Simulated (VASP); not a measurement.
# SiNi2 (P6_3/mmc) in VASP: notebook, part 2 of 2

VASP 6.6.1. Earlier steps stand in the parts before.

**3. Single point, PBEsol (biaxial strain in the a-b plane: +4.0 %, then relaxed in part)**

The input, INCAR:

```
SYSTEM = SiNi2
PREC = Accurate
ENCUT = 520
EDIFF = 1E-7
ISMEAR = 0
SIGMA = 0.1
LREAL = .False.
LASPH = .True.
NELM = 60
ALGO = Fast
ISIF = 2
LWAVE = .False.
LCHARG = .True.
GGA = PS
LELF = .True.
LVHAR = .True.
NBANDS = 33
```

The input, KPOINTS:

```
Automatic mesh
0
Gamma
  12 12 8
  0 0 0
```

The input, POSCAR:

```
SiNi2
1.0
    4.0232021999      0.0000000000      0.0000000000
   -2.0116010999      3.4841953097      0.0000000000
    0.0000000000      0.0000000000      4.8103371417
Si Ni
2 4
Direct
    0.3333333333      0.6666666667      0.7500000000
    0.6666666667      0.3333333333      0.2500000000
    0.0000000000      0.0000000000      0.0000000000
    0.0000000000      0.0000000000      0.5000000000
    0.3333333333      0.6666666667      0.2500000000
    0.6666666667      0.3333333333      0.7500000000
```

Potentials or basis: VASP PAW PBE potentials, release 64 (Si, Ni).

The run is started by

```console
> cat potpaw_PBE.64/Si/POTCAR potpaw_PBE.64/Ni/POTCAR > POTCAR
> mpirun -np 1 vasp_std > vasp.out
```

OUTCAR:

```text
SYSTEM = SiNi2
   PREC = Accurate
   ENCUT = 520
   EDIFF = 1E-7
   ISMEAR = 0
   LREAL = .False.
   LASPH = .True.
   NELM = 60
   ISIF = 2
   GGA = PS

 ion  position               nearest neighbor table
   1  0.333  0.667  0.750-   6 2.32   6 2.32   6 2.32   5 2.41   5 2.41   3 2.62   4 2.62   4 2.62
                             3 2.62   4 2.62   3 2.62
   2  0.667  0.333  0.250-   5 2.32   5 2.32   5 2.32   6 2.41   6 2.41   3 2.62   4 2.62   3 2.62
                             4 2.62   3 2.62   4 2.62
   3  0.000  0.000  0.000-   4 2.41   4 2.41   1 2.62   5 2.62   6 2.62   2 2.62   1 2.62   5 2.62
                             2 2.62   6 2.62   2 2.62   6 2.62   1 2.62   5 2.62
   4  0.000  0.000  0.500-   3 2.41   3 2.41   1 2.62   5 2.62   6 2.62   2 2.62   1 2.62   5 2.62
                             2 2.62   6 2.62   2 2.62   6 2.62   1 2.62   5 2.62
   5  0.333  0.667  0.250-   2 2.32   2 2.32   2 2.32   1 2.41   1 2.41   3 2.62   4 2.62   4 2.62
                             3 2.62   4 2.62   3 2.62
   6  0.667  0.333  0.750-   1 2.32   1 2.32   1 2.32   2 2.41   2 2.41   3 2.62   4 2.62   3 2.62
                             4 2.62   3 2.62   4 2.62

  LATTYP: Found a hexagonal cell.
 ALAT       =     4.0232021999
 C/A-ratio  =     1.1956488644

[... 197 lines left out ...]
 Fermi energy:        10.5604372458

 k-point     1 :       0.0000    0.0000    0.0000
  band No.  band energies     occupation
      1      -1.7960      2.00000
      2       2.8296      2.00000
      3       4.5571      2.00000
      4       5.7113      2.00000
      5       5.7113      2.00000
      6       6.8057      2.00000
[... 853 lines left out ...]
     32      17.6251      0.00000
     33      18.2298      0.00000

 [... further k-points ...]

------------------------ aborting loop because EDIFF is reached ----------------------------------------

  FORCE on cell =-STRESS in cart. coord.  units (eV):
  Direction    XX          YY          ZZ          XY          YZ          ZX
  --------------------------------------------------------------------------------------
  -------------------------------------------------------------------------------------
  Total       -7.2295296     -7.2295296      0.0363708     -0.0000000     -0.0000000      0.0000000
  in kB     -171.7792704   -171.7792704      0.8641985     -0.0000000     -0.0000000      0.0000000
  external PRESSURE =    -114.2314475 kB  Pullay stress =       0.0000000 kB

 VOLUME and BASIS-vectors are now :
 -----------------------------------------------------------------------------
  energy-cutoff  :      520.00
  volume of cell :       67.43
      direct lattice vectors                 reciprocal lattice vectors
     4.023202200  0.000000000  0.000000000     0.248558226  0.143505158  0.000000000
    -2.011601100  3.484195310  0.000000000     0.000000000  0.287010317  0.000000000
     0.000000000  0.000000000  4.810337142     0.000000000  0.000000000  0.207885637

 POSITION                                       TOTAL-FORCE (eV/Angst)
 -----------------------------------------------------------------------------------
     -0.00000      2.32280      3.60775        -0.000000     -0.000000      0.000000
      2.01160      1.16140      1.20258         0.000000      0.000000      0.000000
      0.00000      0.00000      0.00000         0.000000      0.000000      0.000000
      0.00000      0.00000      2.40517         0.000000      0.000000      0.000000
     -0.00000      2.32280      1.20258        -0.000000      0.000000      0.000000
      2.01160      1.16140      3.60775         0.000000      0.000000      0.000000
 -----------------------------------------------------------------------------------
    total drift:                                0.000000     -0.000000      0.000000

  FREE ENERGIE OF THE ION-ELECTRON SYSTEM (eV)
  ---------------------------------------------------
  free  energy   TOTEN  =       -39.2714794429 eV

  energy  without entropy=      -39.2535820891  energy(sigma->0) =      -39.26253077
```

OSZICAR:

```text
N       E                     dE             d eps       ncg     rms          rms(c)
DAV:   1     0.312882283393E+03    0.31288E+03   -0.20802E+04  6302   0.185E+03
DAV:   2    -0.220259677276E+02   -0.33491E+03   -0.31706E+03  6272   0.364E+02
DAV:   3    -0.442190824962E+02   -0.22193E+02   -0.20884E+02  6958   0.119E+02
DAV:   4    -0.447969198535E+02   -0.57784E+00   -0.57419E+00  7568   0.174E+01
DAV:   5    -0.448173917475E+02   -0.20472E-01   -0.20465E-01  7892   0.304E+00    0.241E+01
RMM:   6    -0.468875020347E+02   -0.20701E+01   -0.77574E+01  6791   0.873E+01    0.263E+01
RMM:   7    -0.394479920358E+02    0.74395E+01   -0.22029E+01  6288   0.495E+01    0.612E+00
RMM:   8    -0.403003533080E+02   -0.85236E+00   -0.22624E+00  6517   0.137E+01    0.115E+01
RMM:   9    -0.392773913070E+02    0.10230E+01   -0.10607E+00  6457   0.105E+01    0.110E+00
RMM:  10    -0.392721230236E+02    0.52683E-02   -0.92133E-02  6715   0.173E+00    0.594E-01
RMM:  11    -0.392707601872E+02    0.13628E-02   -0.24126E-02  7290   0.132E+00    0.249E-01
RMM:  12    -0.392714092052E+02   -0.64902E-03   -0.78542E-03  7990   0.510E-01    0.168E-01
RMM:  13    -0.392715462683E+02   -0.13706E-03   -0.14977E-03  8833   0.194E-01    0.107E-01
RMM:  14    -0.392714820552E+02    0.64213E-04   -0.35403E-04  6862   0.171E-01    0.374E-02
RMM:  15    -0.392714769131E+02    0.51421E-05   -0.61126E-05  7339   0.769E-02    0.114E-02
RMM:  16    -0.392714791677E+02   -0.22546E-05   -0.24613E-05  9046   0.244E-02    0.544E-03
RMM:  17    -0.392714793831E+02   -0.21539E-06   -0.21080E-06  7772   0.803E-03    0.408E-03
RMM:  18    -0.392714794429E+02   -0.59866E-07   -0.59229E-07  6398   0.730E-03
   1 F= -.39271479E+02 E0= -.39262531E+02  d E =-.178974E-01
```

Wall time 3 min (1 thread of Intel Xeon Platinum 8488C (Sapphire Rapids), shared host); peak memory 0.29 GiB.

Results:

| Quantity | Value |
| --- | --- |
| Free energy | -39.2715 eV |
| Pressure | -11.4 GPa |
| Band gap on the k mesh | zero (bands 24 and 25 overlap by 2.60 eV) |

Stress tensor (GPa, compression positive):
```
-17.18   0.00   0.00
  0.00 -17.18   0.00
  0.00   0.00   0.09
```

Levels at points of the mesh, in eV from the Fermi level:
```csv
k point,band 21,band 22,band 23,band 24,band 25,band 26,band 27,band 28
"(0.00, 0.00, 0.00)",-0.62,-0.62,0.32,2.05,2.33,2.33,2.41,2.41
"(0.50, 0.00, 0.00)",-1.17,-1.05,-0.98,-0.64,-0.45,1.14,1.68,2.51
"(0.00, 0.00, 0.50)",-1.19,-1.19,1.77,1.77,2.97,2.97,2.97,2.97
"(0.50, 0.00, 0.50)",-1.21,-1.21,-0.82,-0.82,0.89,0.89,2.42,2.42
```

Caveat: the cell differs from its parent crystal (biaxial strain in the a-b plane: +4.0 %, then relaxed in part); the cell stands under tension; the PAW data sets were made with another functional, which shifts forces and pressure a little.

**4. Single point, PBEsol**

This run uses another cell than the first one, of 10.62 Å³/atom.

The input, INCAR:

```
SYSTEM = SiNi2
ALGO = Fast
EDIFF = 1E-7
ENCUT = 520
GGA = PS
ISIF = 2
ISMEAR = 0
LASPH = .TRUE.
LCHARG = .TRUE.
LELF = .TRUE.
LREAL = .FALSE.
LVHAR = .TRUE.
LWAVE = .FALSE.
NBANDS = 33
NELM = 80
PREC = Accurate
SIGMA = 0.15
```

The input, KPOINTS:

```
k-points
0
G
  12 12 10
  0 0 0
```

POSCAR, as its differences from that of step 3:

```diff
@@ -2,5 +2,5 @@
 1.0
-    4.0232021999      0.0000000000      0.0000000000
-   -2.0116010999      3.4841953097      0.0000000000
-    0.0000000000      0.0000000000      4.8103371417
+    3.8684636537      0.0000000000      0.0000000000
+   -1.9342318269      3.3501877978      0.0000000000
+    0.0000000000      0.0000000000      4.9169852589
 Si Ni
```

The run is started by

```console
> cat potpaw_PBE.64/Si/POTCAR potpaw_PBE.64/Ni/POTCAR > POTCAR
> mpirun -np 1 vasp_std > vasp.out
```

It took 4 min on 1 thread of Intel Xeon 6975P-C (Granite Rapids), shared host; peak memory 0.31 GiB.

The run converged. Its results:

```
Free energy            : -39.5711 eV
Pressure               : 0.2 GPa
Band gap on the k mesh : zero (bands 24 and 25 overlap by 3.37 eV)
```

Stress tensor (GPa, compression positive):
```
0.29 0.00 0.00
0.00 0.29 0.00
0.00 0.00 0.05
```

Levels at points of the mesh, in eV from the Fermi level:
```csv
k point,band 22,band 23,band 24,band 25,band 26,band 27
"(0.00, 0.00, 0.00)",-0.65,0.13,2.75,2.75,2.75,2.88
"(0.50, 0.00, 0.00)",-1.25,-1.04,-0.71,-0.57,1.22,1.86
"(0.00, 0.00, 0.50)",-1.28,2.23,2.23,3.33,3.33,3.33
"(0.50, 0.00, 0.50)",-1.30,-0.94,-0.94,0.97,0.97,2.95
```

Caveat: the PAW data sets were made with another functional, which shifts forces and pressure a little.

**5. Overview**

| cell | k mesh | smearing | gap on the mesh (eV) | pressure (GPa) |
| --- | --- | --- | --- | --- |
| a = 3.946, b = 3.946, c = 4.858 Å, angles 90.0, 90.0, 120.0°, 6 atoms | 12 × 12 × 8 | gaussian 0.1 eV | none | -6.1 |
| a = 4.023, b = 4.023, c = 4.810 Å, angles 90.0, 90.0, 120.0°, 6 atoms | 12 × 12 × 8 | gaussian 0.1 eV | none | -11.4 |
| a = 3.868, b = 3.868, c = 4.917 Å, angles 90.0, 90.0, 120.0°, 6 atoms | 12 × 12 × 10 | gaussian 0.15 eV | none | 0.2 |

Alike in all rows: task single point; level PBEsol; potentials or basis VASP PAW PBE potentials, release 64 (Si, Ni); no spin polarisation; cutoff (eV) 520.

Caveats: the PAW data sets were made with another functional, which shifts forces and pressure a little; the cell stands under tension (at least some runs).

Absolute energies hang on the potentials; compare differences alone.
